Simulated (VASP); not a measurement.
Write the native input for VASP 6.6.1 that does the following.

```
Task                   : single point
Functional             : PBE
Potentials or basis    : VASP PAW PBE potentials, release 64 (I)
Cutoff                 : 520 eV
k mesh                 : 8 × 8 × 4
Occupations            : fermi-dirac, width 0.02 eV
Spin                   : no spin polarisation
Dipole correction      : no
Further INCAR settings : ALGO = Normal; EDIFF = 1e-06; NBANDS = 14
```

The structure of I lies in POSCAR:

```
I
1.0
    3.0865508066      0.0000000000      0.0000000000
   -1.5432754033      2.6730314086      0.0000000000
    0.0000000000      0.0000000000      6.2598441448
I
2
Direct
    0.3333333333      0.6666666667      0.2500000000
    0.6666666667      0.3333333333      0.7500000000
```

The input as run:

INCAR

```
  PREC = Accurate
  ENCUT = 520
  EDIFF = 1E-6
  ISMEAR = -1
  SIGMA = 0.02
  LREAL = F
  LASPH = T
  NELM = 80
  ALGO = Normal
  ISIF = 2
  LWAVE = F
  LCHARG = T
  GGA = PE
  LELF = T
  LVHAR = T
  NBANDS = 14
```

KPOINTS

```
regular mesh
0
Gamma
  8 8 4
```

Potentials or basis: VASP PAW PBE potentials, release 64 (I).

Command:

```bash
$ cat potpaw_PBE.64/I/POTCAR > POTCAR
$ mpirun -np 1 vasp_std > vasp.out
```

Results of the run:

```yaml
Pressure: 19.9 GPa
Band_gap_on_the_k_mesh: zero (bands 7 and 8 overlap by 4.48 eV)
```

Caveat: the cell stands under pressure; spin-orbit coupling is left out, which moves the levels of the heavy elements; this functional lacks dispersion, which binds layers or chains, so the pressure and a relaxed spacing across them are unreliable.

It took 26 s on 1 thread of Intel Xeon 8259CL, on a shared host, peak memory 0.17 GiB.
